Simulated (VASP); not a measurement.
# Yb (Fd-3m) in VASP: further runs, part 2 of 2

VASP 6.6.1. Earlier steps stand in the parts before.

### 4 Single point, RPBE (volume scaled by 0.96)

File INCAR:

```
PREC = Accurate ; ENCUT = 520
EDIFF = 1E-6 ; ISMEAR = -1
SIGMA = 0.1 ; LREAL = F
LASPH = T ; NELM = 100
ALGO = Normal ; ISIF = 2
LWAVE = F ; LCHARG = F
GGA = RP ; NBANDS = 31
```

File KPOINTS:

```
Automatic mesh
0
Gamma
  7 7 7
```

File POSCAR:

```
Yb
1.0
    0.0000000000      4.4255508773      4.4255508773
    4.4255508773      0.0000000000      4.4255508773
    4.4255508773      4.4255508773      0.0000000000
Yb
2
Direct
    0.1250000000      0.1250000000      0.1250000000
    0.8750000000      0.8750000000      0.8750000000
```

Potentials or basis: VASP PAW PBE potentials, release 64 (Yb).

Run with:

```
> cat potpaw_PBE.64/Yb/POTCAR > POTCAR
> mpirun -np 1 vasp_std > vasp.out
```

OUTCAR:

```text
PREC = Accurate
   ENCUT = 520
   EDIFF = 1E-6
   ISMEAR = -1
   LREAL = F
   LASPH = T
   NELM = 100
   ISIF = 2
   GGA = RP

 ion  position               nearest neighbor table
   1  0.125  0.125  0.125-
   2  0.875  0.875  0.875-

  LATTYP: Found a face centered cubic cell.
 ALAT       =     8.8511017546

  Lattice vectors:

 A1 = (   0.0000000000,   4.4255508773,   4.4255508773)
 A2 = (   4.4255508773,   0.0000000000,   4.4255508773)
 A3 = (   4.4255508773,   4.4255508773,   0.0000000000)

Analysis of symmetry for initial positions (statically):
=====================================================================
 Subroutine PRICEL returns:
 Original cell was already a primitive cell.

 Routine SETGRP: Setting up the symmetry group for a
 face centered cubic supercell.

 Subroutine GETGRP returns: Found 48 space group operations
 (whereof 12 operations were pure point group operations)
 out of a pool of 48 trial point group operations.
[... 152 lines left out ...]
  ---------------------------------------------------
  ext. energy  EPLUGINS =         0.00000000
  ---------------------------------------------------
  free energy    TOTEN  =        -4.51697765 eV

  energy without entropy =       -4.35885208  energy(sigma->0) =       -4.43791487

 E-fermi :  -0.4802     XC(G=0):  -5.9383

 val. band max:       -0.4900125256   @ k =  -0.4286   0.2857   0.0000
 cond. band min:      -0.4741515743   @ k =  -0.2857   0.2857   0.0000
 fundamental gap:      0.0158609513
 Fermi energy:        -0.4801806925

 k-point     1 :       0.0000    0.0000    0.0000
  band No.  band energies     occupation
      1     -52.9137      2.00000
      2     -52.9070      2.00000
      3     -25.3658      2.00000
      4     -25.3658      2.00000
      5     -25.3658      2.00000
      6     -25.2993      2.00000
[... 669 lines left out ...]
     30       1.4343      0.00000
     31       2.1406      0.00000

------------------------ aborting loop because EDIFF is reached ----------------------------------------

  FORCE on cell =-STRESS in cart. coord.  units (eV):
  Direction    XX          YY          ZZ          XY          YZ          ZX
  --------------------------------------------------------------------------------------
  -------------------------------------------------------------------------------------
  Total        0.3691614      0.3691614      0.3691614      0.0000000      0.0000000     -0.0000000
  in kB        3.4118889      3.4118889      3.4118889      0.0000000      0.0000000     -0.0000000
  external PRESSURE =       3.4118889 kB  Pullay stress =       0.0000000 kB

 VOLUME and BASIS-vectors are now :
 -----------------------------------------------------------------------------
  energy-cutoff  :      520.00
  volume of cell :      173.35
      direct lattice vectors                 reciprocal lattice vectors
     0.000000000  4.425550877  4.425550877    -0.112980285  0.112980285  0.112980285
     4.425550877  0.000000000  4.425550877     0.112980285 -0.112980285  0.112980285
     4.425550877  4.425550877  0.000000000     0.112980285  0.112980285 -0.112980285

 POSITION                                       TOTAL-FORCE (eV/Angst)
 -----------------------------------------------------------------------------------
      1.10639      1.10639      1.10639        -0.000000     -0.000000     -0.000000
      7.74471      7.74471      7.74471         0.000000      0.000000      0.000000
 -----------------------------------------------------------------------------------
    total drift:                                0.000000      0.000000      0.000000

  FREE ENERGIE OF THE ION-ELECTRON SYSTEM (eV)
  ---------------------------------------------------
  free  energy   TOTEN  =        -4.5169776497 eV

  energy  without entropy=       -4.3588520811  energy(sigma->0) =       -4.43791487
```

OSZICAR:

```text
N       E                     dE             d eps       ncg     rms          rms(c)
DAV:   1     0.427343031006E+03    0.42734E+03   -0.16384E+04  1682   0.900E+03
DAV:   2     0.119587375607E+03   -0.30776E+03   -0.28236E+03  1849   0.103E+03
DAV:   3     0.149383078150E+02   -0.10465E+03   -0.10304E+03  1868   0.306E+02
[... 16 lines left out ...]
DAV:  20    -0.451705110539E+01    0.28333E-03   -0.28427E-04  1745   0.451E-01    0.460E-01
DAV:  21    -0.451698766681E+01    0.63439E-04   -0.11629E-04  2352   0.244E-01    0.110E-01
DAV:  22    -0.451697609190E+01    0.11575E-04   -0.34488E-05  2040   0.139E-01    0.958E-03
DAV:  23    -0.451697744986E+01   -0.13580E-05   -0.95842E-06  1624   0.303E-02    0.467E-02
DAV:  24    -0.451697764966E+01   -0.19980E-06   -0.17979E-06  1146   0.135E-02
   1 F= -.45169776E+01 E0= -.44379149E+01  d E =-.158126E+00
```

stdout:

```text
POSCAR found type information on POSCAR Yb
 POSCAR found :  1 types and       2 ions
 scaLAPACK will be used
 -----------------------------------------------------------------------------
|                                                                             |
|                                                                             |
|     You enforced a specific xc type in the INCAR file but a different       |
|     I HOPE YOU KNOW WHAT YOU ARE DOING!                                     |
|                                                                             |
 -----------------------------------------------------------------------------

 LDA part: xc-table for (Slater+PW92), standard interpolation
 POSCAR, INCAR and KPOINTS ok, starting setup
 FFT: planning ... GRIDC
 FFT: planning ... GRID_SOFT
 FFT: planning ... GRID
 WAVECAR not read
 entering main loop
```

It took 2.9 min on 1 thread of Intel Xeon Platinum 8559C (Emerald Rapids), shared host; peak memory 0.37 GiB.

Results:

```yaml
Free_energy: -4.5170 eV
Pressure: 0.3 GPa
Band_gap_on_the_k_mesh: zero (band 24 reaches 0.41 eV, above the bottom of band 25 at -0.56 eV)
```

Levels at points of the mesh, in eV from the Fermi level:
```tsv
k point	band 20	band 21	band 22	band 23	band 24	band 25	band 26	band 27	band 28	band 29
(0.00, 0.00, 0.00)	-0.53	-0.53	-0.53	-0.53	0.89	0.89	0.89	1.18	1.18	1.71
```

Caveat: the cell differs from its parent crystal (volume scaled by 0.96); the PAW data sets were made with another functional, which shifts forces and pressure a little; spin-orbit coupling is left out, which moves the levels of the heavy elements. Spin polarisation is off, so any magnetic state and its effect on volume and gap are missing.

### 5 Single point, RPBE

This run uses another cell than the first one, of 90.29 Å³/atom, 1.136 times its volume.

File INCAR:

```
SYSTEM = Yb
PREC     = Accurate       ! precision mode
ENCUT    = 520            ! plane-wave cutoff, eV
EDIFF    = 1E-6           ! SCF threshold, eV
ISMEAR   = -1             ! smearing method
SIGMA    = 0.1            ! smearing width, eV
LREAL    = .False.        ! projectors in reciprocal space
LASPH    = .True.         ! aspherical terms in the spheres
NELM     = 60             ! most SCF steps
ALGO     = Normal         ! electronic algorithm
ISIF     = 2              ! what is computed and relaxed
LWAVE    = .False.        ! write WAVECAR
LCHARG   = .False.        ! write CHGCAR
GGA      = RP             ! functional
NBANDS   = 31             ! bands
```

File KPOINTS:

```
Automatic mesh
0
Gamma
  7 7 7
  0 0 0
```

File POSCAR:

```
Yb
1.0
    0.0000000000      4.4861823963      4.4861823963
    4.4861823963      0.0000000000      4.4861823963
    4.4861823963      4.4861823963      0.0000000000
Yb
2
Direct
    0.1250000000      0.1250000000      0.1250000000
    0.8750000000      0.8750000000      0.8750000000
```

Run with:

```
> cat potpaw_PBE.64/Yb/POTCAR > POTCAR
> mpirun -np 1 vasp_std > vasp.out
```

Run time: 3.2 min. Hardware: 1 thread of Intel Xeon Platinum 8559C (Emerald Rapids), shared host; peak memory 0.36 GiB.

The run converged. Its results:

| Property | Result |
| --- | --- |
| Free energy | -4.5182 eV |
| Pressure | -0.2 GPa |
| Band gap on the k mesh | zero (band 24 reaches 0.34 eV, above the bottom of band 25 at -0.58 eV) |

Levels at points of the mesh, in eV from the Fermi level:
| k point | band 22 | band 23 | band 24 | band 25 | band 26 | band 27 |
| --- | --- | --- | --- | --- | --- | --- |
| (0.00, 0.00, 0.00) | -0.54 | -0.54 | 0.87 | 0.87 | 0.87 | 1.18 |

Caveat: the PAW data sets were made with another functional, which shifts forces and pressure a little; spin-orbit coupling is left out, which moves the levels of the heavy elements. Spin polarisation is off, so any magnetic state and its effect on volume and gap are missing.

### 6 The runs side by side

```csv
cell,gap on the mesh (eV),pressure (GPa)
"a = 6.080 Å, angles 60.0°, 2 atoms",none,0.3
"a = 6.171 Å, angles 60.0°, 2 atoms",none,0.5
"a = 6.259 Å, angles 60.0°, 2 atoms",none,0.3
"a = 6.344 Å, angles 60.0°, 2 atoms",none,-0.2
```

Alike in all rows: task single point; level RPBE; potentials or basis VASP PAW PBE potentials, release 64 (Yb); no spin polarisation; k mesh 7 × 7 × 7; cutoff (eV) 520; smearing fermi-dirac 0.1 eV.

Caveats: the PAW data sets were made with another functional, which shifts forces and pressure a little; spin-orbit coupling is left out, which moves the levels of the heavy elements.

Absolute energies hang on the potentials; compare differences alone.
